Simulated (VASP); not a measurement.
# ErC3 (Amm2) in VASP: single point with PBE

Aim: the single point of ErC3 with PBE.

Program: VASP 6.6.1. These are calculated values, not measurements. Logs are shortened: lines on timing, memory, paths and dates and some standing lists are left out, and cuts for length are marked.

## 1. The cell of the first run

The structure is orthorhombic, space group Amm2 (No. 38). Conventional cell: a = 3.591 Å, b = 6.214 Å, c = 6.028 Å, α = 90.00°, β = 90.00°, γ = 90.00°. Within 3.2 Å of Er (site symmetry mm2) lie 7 C at 2.41 to 3.16 Å. C (site symmetry mm2) has 2 C at 1.41 Å within 1.9 Å. C (site symmetry m) has 2 C at 1.41 to 1.44 Å within 1.9 Å.

The cell was built from a structure type or drawn by symmetry, and may not be a known phase.

## 2. Single point, PBE

INCAR

```
SYSTEM = ErC3
PREC = Accurate
ENCUT = 600
EDIFF = 1E-6
ISMEAR = 0
SIGMA = 0.2
LREAL = .FALSE.
LASPH = .TRUE.
NELM = 200
ALGO = Normal
ISIF = 2
LWAVE = .FALSE.
LCHARG = .FALSE.
GGA = PE
NBANDS = 18
GGA_COMPAT = .FALSE.
LMAXMIX = 6
```

KPOINTS

```
regular mesh
0
G
  6 4 4
  0 0 0
```

POSCAR

```
ErC3
1.0
    3.5912536217      0.0000000000      0.0000000000
    0.0000000000      3.1070500815      3.0140425177
    0.0000000000     -3.1070500815      3.0140425177
Er C
1 3
Direct
    0.0000000000      0.1733181099      0.1733181099
    0.0000000000      0.7732416455      0.7732416455
    0.0000000000      0.6875991056      0.4557029490
    0.0000000000      0.4557029490      0.6875991056
```

Potentials or basis: VASP PAW PBE potentials, release 64 (Er_3, C), 4f in core.

Started as:

```console
> cat potpaw_PBE.64/Er_3/POTCAR potpaw_PBE.64/C/POTCAR > POTCAR
> mpirun -np 1 vasp_std > vasp.out
```

OUTCAR:

```text
SYSTEM = ErC3
   PREC = Accurate
   ENCUT = 600
   EDIFF = 1E-6
   ISMEAR = 0
   LREAL = .FALSE.
   LASPH = .TRUE.
   NELM = 200
   ISIF = 2
   GGA = PE

 ion  position               nearest neighbor table
   1  0.000  0.173  0.173-   2 2.41   3 2.46   4 2.46   4 2.51   3 2.51
   2  0.000  0.773  0.773-   3 1.41   4 1.41   1 2.41
   3  0.000  0.688  0.456-   2 1.41   4 1.44   1 2.46   1 2.51
   4  0.000  0.456  0.688-   2 1.41   3 1.44   1 2.46   1 2.51

  LATTYP: Found a base centered orthorhombic cell.
 ALAT       =     6.0280850354
 B/A-ratio  =     1.0308580796
 C/A-ratio  =     0.5957536433

  Lattice vectors:

 A1 = (   0.0000000000,   3.1070500815,   3.0140425177)
 A2 = (   0.0000000000,  -3.1070500815,   3.0140425177)
 A3 = (   3.5912536217,   0.0000000000,   0.0000000000)

Analysis of symmetry for initial positions (statically):
=====================================================================
 Subroutine PRICEL returns:
 Original cell was already a primitive cell.

 Routine SETGRP: Setting up the symmetry group for a
 base centered orthorhombic supercell.

 Subroutine GETGRP returns: Found  4 space group operations
 (whereof  4 operations were pure point group operations)
 out of a pool of  8 trial point group operations.

The static configuration has the point symmetry C_2v.

Analysis of symmetry for dynamics (positions and initial velocities):
=====================================================================
 Subroutine PRICEL returns:
 Original cell was already a primitive cell.

 Routine SETGRP: Setting up the symmetry group for a
 base centered orthorhombic supercell.

 Subroutine GETGRP returns: Found  4 space group operations
 (whereof  4 operations were pure point group operations)
 out of a pool of  8 trial point group operations.

The dynamic configuration has the point symmetry C_2v.

 Subroutine INISYM returns: Found  4 space group operations
 (whereof  4 operations are pure point group operations),
 and found     1 'primitive' translations

----------------------------------------------------------------------------------------

                                     Primitive cell

  volume of cell :      67.2626

  direct lattice vectors                    reciprocal lattice vectors
     3.591253622  0.000000000  0.000000000     0.278454296  0.000000000  0.000000000
     0.000000000  3.107050082  3.014042518     0.000000000  0.160924345  0.165890161
     0.000000000 -3.107050082  3.014042518     0.000000000 -0.160924345  0.165890161

  length of vectors
     3.591253622  4.328765703  4.328765703     0.278454296  0.231119429  0.231119429

  position of ions in fractional coordinates (direct lattice)
     0.000000000  0.173318110  0.173318110
     0.000000000  0.773241646  0.773241646
     0.000000000  0.687599106  0.455702949
     0.000000000  0.455702949  0.687599106

  ion indices of the primitive-cell ions
   primitive index   ion index
                 1           1
                 2           2
                 3           3
                 4           4

----------------------------------------------------------------------------------------

 KPOINTS: regular mesh

Automatic generation of k-mesh.
 Grid dimensions read from file:
 generate k-points for:    6    4    4

 Generating k-lattice:

  Cartesian coordinates                     Fractional coordinates (reciprocal lattice)
     0.046409049  0.000000000  0.000000000     0.166666667  0.000000000  0.000000000
     0.000000000  0.040231086  0.041472540     0.000000000  0.250000000 -0.000000000
     0.000000000 -0.040231086  0.041472540     0.000000000 -0.000000000  0.250000000

  Length of vectors
     0.046409049  0.057779857  0.057779857

  Shift w.r.t. Gamma in fractional coordinates (k-lattice)
     0.000000000  0.000000000  0.000000000

 Subroutine IBZKPT returns following result:
 ===========================================

 Found     28 irreducible k-points:

 Following reciprocal coordinates:
            Coordinates               Weight
  0.000000  0.000000  0.000000      1.000000
  0.166667  0.000000  0.000000      2.000000
  0.333333  0.000000  0.000000      2.000000
  0.500000  0.000000  0.000000      1.000000
  0.000000  0.250000  0.000000      4.000000
  0.166667  0.250000  0.000000      8.000000
[... 16 lines left out ...]
  0.333333 -0.250000  0.250000      4.000000
  0.500000 -0.250000  0.250000      2.000000
 [... further k-points ...]
   k-points           NKPTS =     28   k-points in BZ     NKDIM =     28   number of bands    NBANDS=     18
   number of dos      NEDOS =    301   number of ions     NIONS =      4
   total plane-waves  NPLWV =  38880
   dimension x,y,z NGX =    30 NGY =   36 NGZ =   36
   dimension x,y,z NGXF=    60 NGYF=   72 NGZF=   72
   ions per type =               1   3
   NGX,Y,Z   is equivalent  to a cutoff of  13.89, 13.83, 13.83 a.u.
   NGXF,Y,Z  is equivalent  to a cutoff of  27.78, 27.65, 27.65 a.u.
 SYSTEM =  ErC3
   PREC   = accura    normal or accurate (medium, high low for compatibility)
   ISTART =      0    job   : 0-new  1-cont  2-samecut
   ICHARG =      2    charge: 1-file 2-atom 10-const
   ISPIN  =      1    spin polarized calculation?
   LNONCOLLINEAR =      F non collinear calculations
   LSORBIT =      F    spin-orbit coupling
   LASPH  =      T    aspherical Exc in radial PAW
   ENCUT  =  600.0 eV  44.10 Ry    6.64 a.u.   7.17  8.65  8.65*2*pi/ulx,y,z
   NELM   =    200;   NELMIN=  2; NELMDL= -5     # of ELM steps
   EDIFF  = 0.1E-05   stopping-criterion for ELM
   LREAL  =      F    real-space projection
   EDIFFG = 0.1E-04   stopping-criterion for IOM
   NSW    =      0    number of steps for IOM
   IBRION =     -1    ionic relax: 0-MD 1-quasi-New 2-CG
   NFREE  =      0    steps in history (QN), initial steepest desc. (CG)
   ISIF   =      2    stress and relaxation
   ISYM   =      2    0-nonsym 1-usesym 2-fastsym
   POTIM  = 0.5000    time-step for ionic-motion
   TEBEG  =    0.0;   TEEND  =   0.0 temperature during run
   PSTRESS=    0.0 pullay stress
   NELECT =      21.0000    total number of electrons
   NUPDOWN=      -1.0000    fix difference up-down
   EMIN   =  10.00;   EMAX   =-10.00  energy-range for DOS
   EFERMI =   0.00;   METHOD = LEGACY
   ISMEAR =     0;   SIGMA  =   0.20  broadening in eV -4-tet -1-fermi 0-gaus
   EFERMI_NEDOS =   21; number of points for ismear=-14 and -15
   IALGO  =     38    algorithm
   IMIX   =      4    mixing-type and parameters
     AMIX     =   0.40;   BMIX     =  1.00
     AMIX_MAG =   1.60;   BMIX_MAG =  1.00
  volume/ion in A,a.u.               =      16.82       113.48
  Fermi-wavevector in a.u.,A,eV,Ry     =   1.110598  2.098725 16.781791  1.233427
  Thomas-Fermi vector in A             =   2.247151
   LORBIT       =      0    0 simple, 1 ext, 2 COOP (PROOUT), +10 PAW based schemes
   GGA     = PE    functional components
   LHFCALC =     F    Hartree Fock is set to
   AEXX    =    0.0000 exact exchange contribution
   IVDW    =     0    specifies the selected vdW correction
   LEPSILON=     F    determine dielectric tensor
   LRPA    =     F    only Hartree local field effects (RPA)
 non-spin polarized calculation
 Gauss-broadening in eV      SIGMA  =   0.20
  energy-cutoff  :      600.00
  volume of cell :       67.26
 maximum number of plane-waves:      2256
 NGX is ok and might be reduce to    30
   NGX = 15   NGY = 17   NGZ = 17

 number of electron      21.0000003 magnetization

 Free energy of the ion-electron system (eV)
  ---------------------------------------------------
  ext. energy  EPLUGINS =         0.00000000
  ---------------------------------------------------
  free energy    TOTEN  =       -28.38638664 eV

  energy without entropy =      -28.33584242  energy(sigma->0) =      -28.36111453

 E-fermi :   2.3160     XC(G=0):  -9.2133

 val. band max:        2.2587154878   @ k =   0.1667   0.5000   0.0000
 cond. band min:       2.3428702804   @ k =   0.5000   0.5000   0.0000
 fundamental gap:      0.0841547926
 Fermi energy:         2.3159837691

 k-point     1 :       0.0000    0.0000    0.0000
  band No.  band energies     occupation
      1     -22.2883      2.00000
      2     -22.1020      2.00000
      3     -22.0359      2.00000
      4     -15.8484      2.00000
      5      -4.9789      2.00000
      6      -4.8113      2.00000
[... 10 lines left out ...]
     17       9.7301      0.00000
     18       9.7474      0.00000

 k-point     2 :       0.1667    0.0000    0.0000
  band No.  band energies     occupation
      1     -22.3515      2.00000
      2     -22.0960      2.00000
      3     -22.0297      2.00000
      4     -15.8180      2.00000
      5      -4.9280      2.00000
      6      -4.7645      2.00000
[... 10 lines left out ...]
     17      10.0671      0.00000
     18      10.1014      0.00000

 k-point     3 :       0.3333    0.0000    0.0000
  band No.  band energies     occupation
      1     -22.4754      2.00000
      2     -22.0838      2.00000
      3     -22.0172      2.00000
      4     -15.7562      2.00000
      5      -4.8215      2.00000
      6      -4.6663      2.00000
[... 10 lines left out ...]
     17       9.8457      0.00000
     18      10.6008      0.00000

 k-point     4 :       0.5000    0.0000    0.0000
  band No.  band energies     occupation
      1     -22.5362      2.00000
      2     -22.0778      2.00000
      3     -22.0110      2.00000
      4     -15.7246      2.00000
      5      -4.7655      2.00000
      6      -4.6145      2.00000
[... 375 lines left out ...]
      4     -15.7316      2.00000
      5      -5.9085      2.00000
      6      -5.1628      2.00000
[... 10 lines left out ...]
     17       8.5859      0.00000
     18       9.9772      0.00000

 k-point    23 :       0.3333   -0.2500    0.2500
  band No.  band energies     occupation
      1     -22.4714      2.00000
      2     -22.1161      2.00000
      3     -22.0416      2.00000
      4     -15.6746      2.00000
      5      -5.7554      2.00000
      6      -5.0353      2.00000
[... 10 lines left out ...]
     17       8.6424      0.00000
     18      10.4726      0.00000

 k-point    24 :       0.5000   -0.2500    0.2500
  band No.  band energies     occupation
      1     -22.5318      2.00000
      2     -22.1096      2.00000
      3     -22.0351      2.00000
      4     -15.6454      2.00000
      5      -5.6746      2.00000
      6      -4.9669      2.00000
[... 10 lines left out ...]
     17       8.5801      0.00000
     18       9.0767      0.00000

 [... further k-points ...]

------------------------ aborting loop because EDIFF is reached ----------------------------------------

  FORCE on cell =-STRESS in cart. coord.  units (eV):
  Direction    XX          YY          ZZ          XY          YZ          ZX
  --------------------------------------------------------------------------------------
  -------------------------------------------------------------------------------------
  Total        0.1796970      0.2287666      0.4477076      0.0000000      0.0000000      0.0000000
  in kB        4.2803348      5.4491598     10.6642761      0.0000000      0.0000000      0.0000000
  external PRESSURE =       6.7979236 kB  Pullay stress =       0.0000000 kB

 VOLUME and BASIS-vectors are now :
 -----------------------------------------------------------------------------
  energy-cutoff  :      600.00
  volume of cell :       67.26
      direct lattice vectors                 reciprocal lattice vectors
     3.591253622  0.000000000  0.000000000     0.278454296  0.000000000  0.000000000
     0.000000000  3.107050082  3.014042518     0.000000000  0.160924345  0.165890161
     0.000000000 -3.107050082  3.014042518     0.000000000 -0.160924345  0.165890161

 POSITION                                       TOTAL-FORCE (eV/Angst)
 -----------------------------------------------------------------------------------
      0.00000      0.00000      1.04478         0.000000      0.000000      0.022851
      0.00000      0.00000      4.66117         0.000000      0.000000      0.124022
      0.00000      0.72051      3.44596         0.000000      0.125429     -0.073436
      0.00000     -0.72051      3.44596         0.000000     -0.125429     -0.073436
 -----------------------------------------------------------------------------------
    total drift:                               -0.000000     -0.000000     -0.000792

  FREE ENERGIE OF THE ION-ELECTRON SYSTEM (eV)
  ---------------------------------------------------
  free  energy   TOTEN  =       -28.3863866415 eV

  energy  without entropy=      -28.3358424205  energy(sigma->0) =      -28.36111453
```

Wall time 26 s (1 thread of AMD EPYC 9R45 (Zen 5), shared host); peak memory 0.18 GiB.

Results:

- Free energy: -28.3864 eV
- Pressure: 0.7 GPa
- Largest force: 0.145 eV/Å
- Band gap on the k mesh: zero (an odd number of electrons rules out a gap without spin polarisation)

Forces in eV/Å, atoms in the order of the input:
```
Er   0.000  0.000  0.023
C    0.000  0.000  0.124
C    0.000  0.125 -0.073
C    0.000 -0.125 -0.073
```

Stress tensor (GPa, compression positive):
```
0.43 0.00 0.00
0.00 0.54 0.00
0.00 0.00 1.07
```

Levels at points of the mesh, in eV from the Fermi level:
| k point | band 8 | band 9 | band 10 | band 11 | band 12 | band 13 |
| --- | --- | --- | --- | --- | --- | --- |
| (0.00, 0.00, 0.00) | -4.31 | -3.68 | -2.41 | -0.57 | 2.75 | 2.77 |
| (0.50, 0.00, 0.00) | -5.38 | -3.33 | -2.19 | 0.72 | 0.84 | 3.22 |
| (0.00, 0.50, 0.00) | -4.13 | -1.89 | -1.03 | -0.49 | 2.81 | 3.27 |
| (0.50, 0.50, 0.00) | -3.59 | -1.60 | -0.80 | 0.03 | 1.63 | 2.30 |
| (0.00, 0.50, 0.50) | -3.77 | -3.27 | -0.59 | -0.22 | 1.67 | 1.77 |
| (0.50, 0.50, 0.50) | -3.45 | -2.80 | -0.94 | -0.81 | -0.36 | 3.91 |

Caveat: the k points lie up to 0.36 Å⁻¹ apart, too coarse for converged energies and pressures of a metal; spin-orbit coupling is left out, which moves the levels of the heavy elements; the 4f electrons are frozen in the core, so they carry no moment and show no levels. Spin polarisation is off, so any magnetic state and its effect on volume and gap are missing.
